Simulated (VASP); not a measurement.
# BaTiO3 (Pm-3m) in VASP: single point with RPBE+D3(BJ)

Aim: the single point of BaTiO3 with RPBE+D3(BJ).

Everything below comes from runs of VASP 6.6.1. Logs are shortened: lines on timing, memory, paths and dates and some standing lists are left out, and cuts for length are marked.

## 1. The cell of the first run

Symmetry: Pm-3m, No. 221, cubic system. Conventional cell: a = 3.860 Å, b = 3.860 Å, c = 3.860 Å, α = 90.00°, β = 90.00°, γ = 90.00°. Within 3.6 Å of Ba (site symmetry m-3m) lie 12 O at 2.73 Å and 8 Ti at 3.34 Å. Ti (site symmetry m-3m) has 6 O at 1.93 Å within 2.6 Å. Within 2.6 Å of O (site symmetry 4/mmm) lie 2 Ti at 1.93 Å. Within 2.6 Å of O (site symmetry 4/mmm) lie 2 Ti at 1.93 Å.

## 2. Single point, RPBE+D3(BJ)

File INCAR:

```
SYSTEM = BaTiO3
PREC = Accurate
ENCUT = 520
EDIFF = 1E-6
ISMEAR = -1
SIGMA = 0.05
LREAL = .False.
LASPH = .True.
NELM = 100
ALGO = Normal
ISIF = 2
LWAVE = .False.
LCHARG = .False.
GGA = RP
IVDW = 12
NBANDS = 51
```

File KPOINTS:

```
regular mesh
0
Gamma
  7 7 4
  0 0 0
```

File POSCAR:

```
BaTiO3
1.0
   -3.8596437096     -0.0000312642      0.0000428982
   -0.0000527574     -0.0000683570     -3.8597549699
   -0.0000633839     -7.7194367299      0.0001345663
Ba Ti O
2 2 6
Direct
    0.0000028005      0.9999965147      0.4999951713
    0.0000045887      0.9999998973      0.0000035564
    0.5000037434      0.4999890771      0.2499908008
    0.4999941221      0.5000241844      0.7499915865
    0.4999936211      0.0000022753      0.2500042731
    0.5000061812     -0.0000021265      0.7500039414
    0.4999986975      0.4999989798      0.5000033433
    0.5000009615      0.4999990642      0.0000018150
    0.9999921940      0.5000052474      0.2500025438
    0.0000031002      0.4999868863      0.7500029584
```

Potentials or basis: VASP PAW PBE potentials, release 64 (Ba_sv, Ti_sv, O).

Started as:

```bash
cat potpaw_PBE.64/Ba_sv/POTCAR potpaw_PBE.64/Ti_sv/POTCAR potpaw_PBE.64/O/POTCAR > POTCAR
mpirun -np 1 vasp_std > vasp.out
```

OUTCAR:

```text
SYSTEM = BaTiO3
   PREC = Accurate
   ENCUT = 520
   EDIFF = 1E-6
   ISMEAR = -1
   LREAL = .False.
   LASPH = .True.
   NELM = 100
   ISIF = 2
   GGA = RP
   IVDW = 12
 IVDW          = 12

 ion  position               nearest neighbor table
   1  0.000  1.000  0.500-   5 2.73   9 2.73   7 2.73   5 2.73   7 2.73   6 2.73   7 2.73   9 2.73
                             7 2.73  10 2.73   6 2.73  10 2.73   4 3.34   4 3.34   3 3.34   3 3.34
   2  0.000  1.000  0.000-   6 2.73   5 2.73   8 2.73   8 2.73  10 2.73   5 2.73   6 2.73   8 2.73
                             9 2.73   8 2.73   9 2.73  10 2.73   3 3.34   3 3.34   3 3.34   4 3.34
   3  0.500  0.500  0.250-   8 1.93   9 1.93   5 1.93   9 1.93   5 1.93   7 1.93   2 3.34   2 3.34
                             2 3.34   2 3.34   1 3.34   1 3.34   1 3.34   1 3.34
   4  0.500  0.500  0.750-   7 1.93   6 1.93  10 1.93  10 1.93   8 1.93   6 1.93   1 3.34   1 3.34
                             2 3.34   2 3.34   1 3.34   1 3.34   2 3.34   2 3.34
   5  0.500  0.000  0.250-   3 1.93   3 1.93   1 2.73   2 2.73   1 2.73   2 2.73
   6  0.500  1.000  0.750-   4 1.93   4 1.93   2 2.73   2 2.73   1 2.73   1 2.73
   7  0.500  0.500  0.500-   4 1.93   3 1.93   1 2.73   1 2.73   1 2.73   1 2.73
   8  0.500  0.500  0.000-   3 1.93   4 1.93   2 2.73   2 2.73   2 2.73   2 2.73
   9  1.000  0.500  0.250-   3 1.93   3 1.93   1 2.73   2 2.73   1 2.73   2 2.73
  10  0.000  0.500  0.750-   4 1.93   4 1.93   2 2.73   1 2.73   2 2.73   1 2.73

  LATTYP: Found a simple monoclinic cell.
 ALAT       =     3.8596437100
 B/A-ratio  =     1.0000288267
 C/A-ratio  =     2.0000386853
 COS(beta)  =    -0.0000163114

  Lattice vectors:

 A1 = (  -3.8596437096,  -0.0000312642,   0.0000428982)
 A2 = (   0.0000527574,   0.0000683570,   3.8597549699)
 A3 = (   0.0000633839,   7.7194367299,  -0.0001345663)

Analysis of symmetry for initial positions (statically):
=====================================================================
 Subroutine PRICEL returns:
 Original cell was already a primitive cell.

 Routine SETGRP: Setting up the symmetry group for a
 simple monoclinic supercell.

 Subroutine GETGRP returns: Found  1 space group operations
 (whereof  1 operations were pure point group operations)
 out of a pool of  4 trial point group operations.

The static configuration has the point symmetry C_1 .

Analysis of symmetry for dynamics (positions and initial velocities):
=====================================================================
 Subroutine PRICEL returns:
 Original cell was already a primitive cell.

 Routine SETGRP: Setting up the symmetry group for a
 simple monoclinic supercell.

 Subroutine GETGRP returns: Found  1 space group operations
 (whereof  1 operations were pure point group operations)
 out of a pool of  4 trial point group operations.

The dynamic configuration has the point symmetry C_1 .

 Subroutine INISYM returns: Found  1 space group operations
 (whereof  1 operations are pure point group operations),
 and found     1 'primitive' translations

----------------------------------------------------------------------------------------

                                     Primitive cell

  volume of cell :     114.9986

  direct lattice vectors                    reciprocal lattice vectors
    -3.859643710 -0.000031264  0.000042898    -0.259091272  0.000002127  0.000003541
    -0.000052757 -0.000068357 -3.859754970    -0.000002880 -0.000004516 -0.259083804
    -0.000063384 -7.719436730  0.000134566     0.000001049 -0.129543131  0.000002294

  length of vectors
     3.859643710  3.859754971  7.719436731     0.259091272  0.259083804  0.129543131

  position of ions in fractional coordinates (direct lattice)
     0.000002800  0.999996515  0.499995171
     0.000004589  0.999999897  0.000003556
     0.500003743  0.499989077  0.249990801
     0.499994122  0.500024184  0.749991587
     0.499993621  0.000002275  0.250004273
     0.500006181  0.999997874  0.750003941
     0.499998697  0.499998980  0.500003343
     0.500000961  0.499999064  0.000001815
     0.999992194  0.500005247  0.250002544
     0.000003100  0.499986886  0.750002958

  ion indices of the primitive-cell ions
   primitive index   ion index
                 1           1
                 2           2
                 3           3
                 4           4
                 5           5
                 6           6
                 7           7
                 8           8
                 9           9
                10          10

----------------------------------------------------------------------------------------

 KPOINTS: regular mesh

Automatic generation of k-mesh.
 Grid dimensions read from file:
 generate k-points for:    7    7    4

 Generating k-lattice:

  Cartesian coordinates                     Fractional coordinates (reciprocal lattice)
    -0.037013039  0.000000304  0.000000506     0.142857143  0.000000000 -0.000000000
    -0.000000411 -0.000000645 -0.037011972     0.000000000  0.142857143  0.000000000
     0.000000262 -0.032385783  0.000000574     0.000000000  0.000000000  0.250000000

  Length of vectors
     0.037013039  0.037011972  0.032385783

  Shift w.r.t. Gamma in fractional coordinates (k-lattice)
     0.000000000  0.000000000  0.000000000

 Subroutine IBZKPT returns following result:
 ===========================================

 Found     99 irreducible k-points:

 Following reciprocal coordinates:
            Coordinates               Weight
  0.000000  0.000000  0.000000      1.000000
  0.142857 -0.000000 -0.000000      2.000000
  0.285714 -0.000000 -0.000000      2.000000
  0.428571 -0.000000 -0.000000      2.000000
 -0.000000  0.142857  0.000000      2.000000
  0.142857  0.142857  0.000000      2.000000
[... 16 lines left out ...]
 -0.285714  0.428571  0.000000      2.000000
  0.428571  0.428571  0.000000      2.000000
 [... further k-points ...]
   k-points           NKPTS =     99   k-points in BZ     NKDIM =     99   number of bands    NBANDS=     51
   number of dos      NEDOS =    301   number of ions     NIONS =     10
   total plane-waves  NPLWV =  54000
   dimension x,y,z NGX =    30 NGY =   30 NGZ =   60
   dimension x,y,z NGXF=    60 NGYF=   60 NGZF=  120
   ions per type =               2   2   6
   NGX,Y,Z   is equivalent  to a cutoff of  12.92, 12.92, 12.92 a.u.
   NGXF,Y,Z  is equivalent  to a cutoff of  25.84, 25.84, 25.84 a.u.
 SYSTEM =  BaTiO3
   PREC   = accura    normal or accurate (medium, high low for compatibility)
   ISTART =      0    job   : 0-new  1-cont  2-samecut
   ICHARG =      2    charge: 1-file 2-atom 10-const
   ISPIN  =      1    spin polarized calculation?
   LNONCOLLINEAR =      F non collinear calculations
   LSORBIT =      F    spin-orbit coupling
   LASPH  =      T    aspherical Exc in radial PAW
   ENCUT  =  520.0 eV  38.22 Ry    6.18 a.u.   7.18  7.18 14.35*2*pi/ulx,y,z
   NELM   =    100;   NELMIN=  2; NELMDL= -5     # of ELM steps
   EDIFF  = 0.1E-05   stopping-criterion for ELM
   LREAL  =      F    real-space projection
   EDIFFG = 0.1E-04   stopping-criterion for IOM
   NSW    =      0    number of steps for IOM
   IBRION =     -1    ionic relax: 0-MD 1-quasi-New 2-CG
   NFREE  =      0    steps in history (QN), initial steepest desc. (CG)
   ISIF   =      2    stress and relaxation
   ISYM   =      2    0-nonsym 1-usesym 2-fastsym
   POTIM  = 0.5000    time-step for ionic-motion
   TEBEG  =    0.0;   TEEND  =   0.0 temperature during run
   PSTRESS=    0.0 pullay stress
   NELECT =      80.0000    total number of electrons
   NUPDOWN=      -1.0000    fix difference up-down
   EMIN   =  10.00;   EMAX   =-10.00  energy-range for DOS
   EFERMI =   0.00;   METHOD = LEGACY
   ISMEAR =    -1;   SIGMA  =   0.05  broadening in eV -4-tet -1-fermi 0-gaus
   EFERMI_NEDOS =   21; number of points for ismear=-14 and -15
   IALGO  =     38    algorithm
   IMIX   =      4    mixing-type and parameters
     AMIX     =   0.40;   BMIX     =  1.00
     AMIX_MAG =   1.60;   BMIX_MAG =  1.00
  volume/ion in A,a.u.               =      11.50        77.60
  Fermi-wavevector in a.u.,A,eV,Ry     =   1.450577  2.741192 28.629001  2.104172
  Thomas-Fermi vector in A             =   2.568173
   LORBIT       =      0    0 simple, 1 ext, 2 COOP (PROOUT), +10 PAW based schemes
   GGA     = RP    functional components
   LHFCALC =     F    Hartree Fock is set to
   AEXX    =    0.0000 exact exchange contribution
   IVDW    =    12    specifies the selected vdW correction
   LEPSILON=     F    determine dielectric tensor
   LRPA    =     F    only Hartree local field effects (RPA)
 non-spin polarized calculation
  energy-cutoff  :      520.00
  volume of cell :      115.00
 maximum number of plane-waves:      3120
 NGX is ok and might be reduce to    30
   NGX = 15   NGY = 15   NGZ = 29

 number of electron      80.0000056 magnetization

 Free energy of the ion-electron system (eV)
  ---------------------------------------------------
  ext. energy  EPLUGINS =         0.00000000
  ---------------------------------------------------
  free energy    TOTEN  =       -74.05249738 eV

  energy without entropy =      -74.05249738  energy(sigma->0) =      -74.05249738

 E-fermi :   5.8629     XC(G=0): -11.6597

 val. band max:        4.8309947499   @ k =   0.0000   0.0000   0.0000
 cond. band min:       6.8483575245   @ k =   0.0000   0.0000   0.0000
 fundamental gap:      2.0173627745
 Fermi energy:         5.8628730207

 k-point     1 :       0.0000    0.0000    0.0000
  band No.  band energies     occupation
      1     -51.4576      2.00000
      2     -51.4556      2.00000
      3     -27.7546      2.00000
      4     -27.6637      2.00000
      5     -27.6637      2.00000
      6     -27.6637      2.00000
[... 43 lines left out ...]
     50      10.1363      0.00000
     51      10.1366      0.00000
[... 1240 lines left out ...]
     50      12.4092      0.00000
     51      13.4278      0.00000

 [... further k-points ...]

------------------------ aborting loop because EDIFF is reached ----------------------------------------

 Edisp (eV)  -18.29989

 E6    (eV) :    -5.4337

 E8    (eV) :   -12.8662

  FORCE on cell =-STRESS in cart. coord.  units (eV):
  Direction    XX          YY          ZZ          XY          YZ          ZX
  --------------------------------------------------------------------------------------
  -------------------------------------------------------------------------------------
  Total       1.90523     1.89942     1.89838    -0.00194    -0.00003    -0.00031
  in kB      26.54393    26.46298    26.44857    -0.02705    -0.00045    -0.00428
  external pressure =       26.49 kB  Pullay stress =        0.00 kB

 VOLUME and BASIS-vectors are now :
 -----------------------------------------------------------------------------
  energy-cutoff  :      520.00
  volume of cell :      115.00
      direct lattice vectors                 reciprocal lattice vectors
    -3.859643710 -0.000031264  0.000042898    -0.259091272  0.000002127  0.000003541
    -0.000052757 -0.000068357 -3.859754970    -0.000002880 -0.000004516 -0.259083804
    -0.000063384 -7.719436730  0.000134566     0.000001049 -0.129543131  0.000002294

 POSITION                                       TOTAL-FORCE (eV/Angst)
 -----------------------------------------------------------------------------------
     -0.00010     -3.85975     -3.85967         0.000172     -0.000509     -0.000236
     -0.00007     -0.00010     -3.85975         0.000229      0.000769     -0.000088
     -1.92988     -1.92984     -1.92978         0.000035     -0.000450     -0.000201
     -1.92987     -5.78956     -1.92985        -0.000204     -0.000206      0.000513
     -1.92981     -1.92991      0.00005        -0.000049      0.000106      0.000115
     -1.92995     -5.78969     -3.85962         0.000060      0.000053      0.000034
     -1.92987     -3.85979     -1.92978        -0.000023      0.000535      0.000013
     -1.92985     -0.00006     -1.92985         0.000032     -0.000334     -0.000016
     -3.85966     -1.92994     -1.92982        -0.000316      0.000022      0.000101
     -0.00009     -5.78963     -1.92973         0.000064      0.000013     -0.000234
 -----------------------------------------------------------------------------------
    total drift:                               -0.000008     -0.000004     -0.000001

  FREE ENERGIE OF THE ION-ELECTRON SYSTEM (eV)
  ---------------------------------------------------
  free  energy   TOTEN  =       -92.3523888216 eV

  energy  without entropy=      -92.3523888212  energy(sigma->0) =      -92.35238882
```

It took 13 min on 1 thread of Intel Xeon Platinum 8259CL at 2.50GHz (Skylake/Cascade Lake), shared host; peak memory 0.57 GiB.

What came out:

```
Free energy                : -92.3524 eV
Pressure                   : 2.6 GPa
Band gap on the k mesh     : 2.02 eV
Dispersion energy per atom : -1.830 eV
```

Caveat: the PAW data sets were made with another functional, which shifts forces and pressure a little; spin-orbit coupling is left out, which moves the levels of the heavy elements; an odd mesh through Γ misses points on the zone boundary, where band edges can lie.
